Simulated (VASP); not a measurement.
# BN (Pm) in VASP: a series of runs

The runs below take BN through single point, with PBEsol.

All numbers are computed with VASP 6.6.1; they aren't measurements. Logs are shortened: lines on timing, memory, paths and dates and some standing lists are left out, and cuts for length are marked.

## 1. The cell of the first run

Symmetry: Pm, No. 6, monoclinic system. Conventional cell: a = 2.504 Å, b = 7.019 Å, c = 2.504 Å, α = 90.00°, β = 120.00°, γ = 90.00°. Within 1.2 Å of B (site symmetry m) lie 1 N at 0.88 Å. Within 1.9 Å of B (site symmetry m) lie 3 N at 1.45 Å. Within 1.9 Å of N (site symmetry m) lie 3 B at 1.45 Å. Within 1.2 Å of N (site symmetry m) lie 1 B at 0.88 Å.

## 2. Single point, PBEsol (atom 1 (B) moved -0.600 Å along Cartesian [1 1 0])

INCAR

```
SYSTEM = BN
PREC = Accurate
ENCUT = 520
EDIFF = 1E-6
ISMEAR = 0
SIGMA = 0.05
LREAL = .False.
LASPH = .True.
NELM = 100
ALGO = Normal
ISIF = 2
LWAVE = .False.
LCHARG = .True.
GGA = PS
LELF = .True.
LVHAR = .True.
NBANDS = 16
```

KPOINTS

```
Automatic mesh
0
Gamma
  12 12 4
  0 0 0
```

POSCAR

```
BN
1.0
    2.5043488457      0.0000000000      0.0000000000
   -1.2521744229      2.1688297203      0.0000000000
    0.0000000000      0.0000000000      7.0190956742
B N
2 2
Direct
    0.0661129562      0.4710477738      0.2500000000
    0.6666666667      0.3333333333      0.7500000000
    0.3333333333      0.6666666667      0.7500000000
    0.6666666667      0.3333333333      0.2500000000
```

Potentials or basis: VASP PAW PBE potentials, release 64 (B, N).

Started as:

```bash
$ cat potpaw_PBE.64/B/POTCAR potpaw_PBE.64/N/POTCAR > POTCAR
$ mpirun -np 1 vasp_std > vasp.out
```

OUTCAR:

```text
SYSTEM = BN
   PREC = Accurate
   ENCUT = 520
   EDIFF = 1E-6
   ISMEAR = 0
   LREAL = .False.
   LASPH = .True.
   NELM = 100
   ISIF = 2
   GGA = PS

 ion  position               nearest neighbor table
   1  0.066  0.471  0.250-   4 0.88   4 1.70   4 1.92
   2  0.667  0.333  0.750-   3 1.45   3 1.45   3 1.45
   3  0.333  0.667  0.750-   2 1.45   2 1.45   2 1.45
   4  0.667  0.333  0.250-   1 0.88   1 1.70   1 1.92

 -----------------------------------------------------------------------------
|                                                                             |
|           W    W    AA    RRRRR   N    N  II  N    N   GGGG   !!!           |
|           W    W   A  A   R    R  NN   N  II  NN   N  G    G  !!!           |
|           W    W  A    A  R    R  N N  N  II  N N  N  G       !!!           |
|           W WW W  AAAAAA  RRRRR   N  N N  II  N  N N  G  GGG   !            |
|           WW  WW  A    A  R   R   N   NN  II  N   NN  G    G                |
|           W    W  A    A  R    R  N    N  II  N    N   GGGG   !!!           |
|                                                                             |
|     The distance between some ions is very small. Please check the          |
|     nearest-neighbor list in the OUTCAR file.                               |
|     I HOPE YOU KNOW WHAT YOU ARE DOING!                                     |
|                                                                             |
 -----------------------------------------------------------------------------

  LATTYP: Found a hexagonal cell.
 ALAT       =     2.5043488457
 C/A-ratio  =     2.8027627566

  Lattice vectors:

 A1 = (   2.5043488457,   0.0000000000,   0.0000000000)
 A2 = (  -1.2521744229,   2.1688297203,   0.0000000000)
 A3 = (   0.0000000000,   0.0000000000,   7.0190956742)

Analysis of symmetry for initial positions (statically):
=====================================================================
 Subroutine PRICEL returns:
 Original cell was already a primitive cell.

 Routine SETGRP: Setting up the symmetry group for a
 hexagonal supercell.

 Subroutine GETGRP returns: Found  2 space group operations
 (whereof  1 operations were pure point group operations)
 out of a pool of 24 trial point group operations.

The static configuration has the point symmetry C_1 .
 The point group associated with its full space group is C_1h.

Analysis of symmetry for dynamics (positions and initial velocities):
=====================================================================
 Subroutine PRICEL returns:
 Original cell was already a primitive cell.

 Routine SETGRP: Setting up the symmetry group for a
 hexagonal supercell.

 Subroutine GETGRP returns: Found  2 space group operations
 (whereof  1 operations were pure point group operations)
 out of a pool of 24 trial point group operations.

The dynamic configuration has the point symmetry C_1 .
 The point group associated with its full space group is C_1h.

 Subroutine INISYM returns: Found  2 space group operations
 (whereof  1 operations are pure point group operations),
 and found     1 'primitive' translations

----------------------------------------------------------------------------------------

                                     Primitive cell

  volume of cell :      38.1243

  direct lattice vectors                    reciprocal lattice vectors
     2.504348846  0.000000000  0.000000000     0.399305393  0.230539076  0.000000000
    -1.252174423  2.168829720  0.000000000     0.000000000  0.461078152  0.000000000
     0.000000000  0.000000000  7.019095674     0.000000000  0.000000000  0.142468495

  length of vectors
     2.504348846  2.504348846  7.019095674     0.461078152  0.461078152  0.142468495

  position of ions in fractional coordinates (direct lattice)
     0.066112956  0.471047774  0.250000000
     0.666666667  0.333333333  0.750000000
     0.333333333  0.666666667  0.750000000
     0.666666667  0.333333333  0.250000000

  ion indices of the primitive-cell ions
   primitive index   ion index
                 1           1
                 2           2
                 3           3
                 4           4

----------------------------------------------------------------------------------------

 KPOINTS: Automatic mesh

Automatic generation of k-mesh.
 Grid dimensions read from file:
 generate k-points for:   12   12    4

 Generating k-lattice:

  Cartesian coordinates                     Fractional coordinates (reciprocal lattice)
     0.033275449  0.019211590  0.000000000     0.083333333  0.000000000  0.000000000
     0.000000000  0.038423179  0.000000000     0.000000000  0.083333333  0.000000000
     0.000000000  0.000000000  0.035617124     0.000000000  0.000000000  0.250000000

  Length of vectors
     0.038423179  0.038423179  0.035617124

  Shift w.r.t. Gamma in fractional coordinates (k-lattice)
     0.000000000  0.000000000  0.000000000

 Subroutine IBZKPT returns following result:
 ===========================================

 Found    222 irreducible k-points:

 Following reciprocal coordinates:
            Coordinates               Weight
  0.000000  0.000000  0.000000      1.000000
  0.083333 -0.000000  0.000000      2.000000
  0.000000  0.083333  0.000000      2.000000
 -0.083333  0.083333  0.000000      2.000000
  0.166667 -0.000000  0.000000      2.000000
  0.000000  0.166667  0.000000      2.000000
[... 16 lines left out ...]
  0.166667  0.083333  0.000000      2.000000
 -0.083333  0.250000  0.000000      2.000000
 [... further k-points ...]
   k-points           NKPTS =    222   k-points in BZ     NKDIM =    222   number of bands    NBANDS=     16
   number of dos      NEDOS =    301   number of ions     NIONS =      4
   total plane-waves  NPLWV =  21600
   dimension x,y,z NGX =    20 NGY =   20 NGZ =   54
   dimension x,y,z NGXF=    40 NGYF=   40 NGZF=  108
   ions per type =               2   2
   NGX,Y,Z   is equivalent  to a cutoff of  13.28, 13.28, 12.79 a.u.
   NGXF,Y,Z  is equivalent  to a cutoff of  26.55, 26.55, 25.58 a.u.
 SYSTEM =  BN
   PREC   = accura    normal or accurate (medium, high low for compatibility)
   ISTART =      0    job   : 0-new  1-cont  2-samecut
   ICHARG =      2    charge: 1-file 2-atom 10-const
   ISPIN  =      1    spin polarized calculation?
   LNONCOLLINEAR =      F non collinear calculations
   LSORBIT =      F    spin-orbit coupling
   LASPH  =      T    aspherical Exc in radial PAW
   ENCUT  =  520.0 eV  38.22 Ry    6.18 a.u.   4.66  4.66 13.05*2*pi/ulx,y,z
   NELM   =    100;   NELMIN=  2; NELMDL= -5     # of ELM steps
   EDIFF  = 0.1E-05   stopping-criterion for ELM
   LREAL  =      F    real-space projection
   EDIFFG = 0.1E-04   stopping-criterion for IOM
   NSW    =      0    number of steps for IOM
   IBRION =     -1    ionic relax: 0-MD 1-quasi-New 2-CG
   NFREE  =      0    steps in history (QN), initial steepest desc. (CG)
   ISIF   =      2    stress and relaxation
   ISYM   =      2    0-nonsym 1-usesym 2-fastsym
   POTIM  = 0.5000    time-step for ionic-motion
   TEBEG  =    0.0;   TEEND  =   0.0 temperature during run
   PSTRESS=    0.0 pullay stress
   NELECT =      16.0000    total number of electrons
   NUPDOWN=      -1.0000    fix difference up-down
   EMIN   =  10.00;   EMAX   =-10.00  energy-range for DOS
   EFERMI =   0.00;   METHOD = LEGACY
   ISMEAR =     0;   SIGMA  =   0.05  broadening in eV -4-tet -1-fermi 0-gaus
   EFERMI_NEDOS =   21; number of points for ismear=-14 and -15
   IALGO  =     38    algorithm
   IMIX   =      4    mixing-type and parameters
     AMIX     =   0.40;   BMIX     =  1.00
     AMIX_MAG =   1.60;   BMIX_MAG =  1.00
  volume/ion in A,a.u.               =       9.53        64.32
  Fermi-wavevector in a.u.,A,eV,Ry     =   1.225691  2.316220 20.440284  1.502319
  Thomas-Fermi vector in A             =   2.360720
   LORBIT       =      0    0 simple, 1 ext, 2 COOP (PROOUT), +10 PAW based schemes
   GGA     = PS    functional components
   LHFCALC =     F    Hartree Fock is set to
   AEXX    =    0.0000 exact exchange contribution
   IVDW    =     0    specifies the selected vdW correction
   LEPSILON=     F    determine dielectric tensor
   LRPA    =     F    only Hartree local field effects (RPA)
 non-spin polarized calculation
 Gauss-broadening in eV      SIGMA  =   0.05
  energy-cutoff  :      520.00
  volume of cell :       38.12
 maximum number of plane-waves:      1058
   NGX =  9   NGY =  9   NGZ = 27

 number of electron      15.9999997 magnetization

 Free energy of the ion-electron system (eV)
  ---------------------------------------------------
  ext. energy  EPLUGINS =         0.00000000
  ---------------------------------------------------
  free energy    TOTEN  =       -19.81670045 eV

  energy without entropy =      -19.81670045  energy(sigma->0) =      -19.81670045

 E-fermi :   1.7895     XC(G=0):  -9.7249

 val. band max:        1.5732405994   @ k =   0.0000   0.0000   0.0000
 cond. band min:       5.6828477048   @ k =   0.5000   0.5000   0.2500
 fundamental gap:      4.1096071054
 Fermi energy:         1.7894757411

 k-point     1 :       0.0000    0.0000    0.0000
  band No.  band energies     occupation
      1     -16.3106      2.00000
      2     -15.1247      2.00000
      3      -4.9585      2.00000
      4      -3.4253      2.00000
      5      -2.9732      2.00000
      6       0.0108      2.00000
[... 8 lines left out ...]
     15      15.0324      0.00000
     16      15.0639      0.00000

 k-point     2 :       0.0833   -0.0000    0.0000
  band No.  band energies     occupation
      1     -16.1765      2.00000
      2     -15.0377      2.00000
      3      -4.7851      2.00000
      4      -3.2621      2.00000
      5      -3.1042      2.00000
      6      -0.5505      2.00000
[... 8 lines left out ...]
     15      14.5515      0.00000
     16      15.4118      0.00000
[... 387 lines left out ...]
      5      -2.9628      2.00000
      6      -2.3355      2.00000
[... 8 lines left out ...]
     15      15.9454      0.00000
     16      17.0135      0.00000

 k-point    24 :      -0.0833    0.2500    0.0000
  band No.  band energies     occupation
      1     -15.3964      2.00000
      2     -14.2977      2.00000
      3      -4.2755      2.00000
      4      -3.9377      2.00000
      5      -2.9625      2.00000
      6      -2.3747      2.00000
[... 8 lines left out ...]
     15      16.1887      0.00000
     16      17.8384      0.00000

 [... further k-points ...]

------------------------ aborting loop because EDIFF is reached ----------------------------------------

  FORCE on cell =-STRESS in cart. coord.  units (eV):
  Direction    XX          YY          ZZ          XY          YZ          ZX
  --------------------------------------------------------------------------------------
  -------------------------------------------------------------------------------------
  Total       72.9328432     12.3367917     -0.0737451     28.1002971      0.0000000      0.0000000
  in kB     3065.0127449    518.4553654     -3.0991496   1180.9188411      0.0000000      0.0000000
  external PRESSURE =    1193.4563202 kB  Pullay stress =       0.0000000 kB

 VOLUME and BASIS-vectors are now :
 -----------------------------------------------------------------------------
  energy-cutoff  :      520.00
  volume of cell :       38.12
      direct lattice vectors                 reciprocal lattice vectors
     2.504348846  0.000000000  0.000000000     0.399305393  0.230539076  0.000000000
    -1.252174423  2.168829720  0.000000000     0.000000000  0.461078152  0.000000000
     0.000000000  0.000000000  7.019095674     0.000000000  0.000000000  0.142468495

 POSITION                                       TOTAL-FORCE (eV/Angst)
 -----------------------------------------------------------------------------------
     -0.42426      1.02162      1.75477        97.480444     33.720318      0.000000
      1.25217      0.72294      5.26432        -0.002147     -0.000759      0.000000
     -0.00000      1.44589      5.26432         0.003203     -0.000436      0.000000
      1.25217      0.72294      1.75477       -97.481500    -33.719123      0.000000
 -----------------------------------------------------------------------------------
    total drift:                                0.000680      0.000286     -0.000000

  FREE ENERGIE OF THE ION-ELECTRON SYSTEM (eV)
  ---------------------------------------------------
  free  energy   TOTEN  =       -19.8167004459 eV

  energy  without entropy=      -19.8167004459  energy(sigma->0) =      -19.81670045
```

It took 3.9 min on 1 thread of Intel Xeon 8259CL, shared host; peak memory 0.24 GiB.

What came out:

```yaml
Free_energy: -19.8167 eV
Pressure: 119.3 GPa
Largest_force: 103.149 eV/Å
Band_gap_on_the_k_mesh: 4.11 eV (least direct gap 4.59 eV)
```

Forces in eV/Å, atoms in the order of the input:
```
B    97.480  33.720   0.000
B    -0.002  -0.001   0.000
N     0.003   0.000   0.000
N   -97.481 -33.719   0.000
```

Levels at points of the mesh, in eV from the valence-band top:
```csv
k point,band 5,band 6,band 7,band 8,band 9,band 10,band 11,band 12
"(0.00, 0.00, 0.00)",-4.55,-1.56,-1.56,0.00,4.90,9.15,10.07,11.29
"(0.50, 0.00, 0.00)",-4.38,-3.02,-2.66,-1.20,4.51,5.95,9.42,9.57
"(0.00, 0.50, 0.00)",-4.38,-4.02,-3.60,-1.14,4.45,7.01,9.33,9.47
"(0.50, 0.50, 0.00)",-4.38,-3.18,-1.12,-1.06,4.11,4.37,7.67,9.43
"(0.00, 0.00, 0.50)",-4.50,-1.56,-1.56,0.00,6.42,6.89,10.81,11.29
"(0.50, 0.00, 0.50)",-4.38,-3.02,-2.63,-1.17,4.39,5.69,9.61,9.97
"(0.00, 0.50, 0.50)",-4.38,-4.03,-3.55,-1.18,4.43,7.12,8.74,9.67
"(0.50, 0.50, 0.50)",-4.38,-3.13,-1.24,-1.01,4.12,4.49,7.23,9.54
```

Caveat: the cell differs from its parent crystal (atom 1 (B) moved -0.600 Å along Cartesian [1 1 0]); atoms lie so close that the PAW spheres overlap strongly, which falsifies energies and pressures; the cell stands under pressure; the PAW data sets were made with another functional, which shifts forces and pressure a little; this functional lacks dispersion, which binds the layers, so the pressure and a relaxed spacing across them are unreliable. A k mesh can miss the band edges.

(Continued in part 2 of 2.)
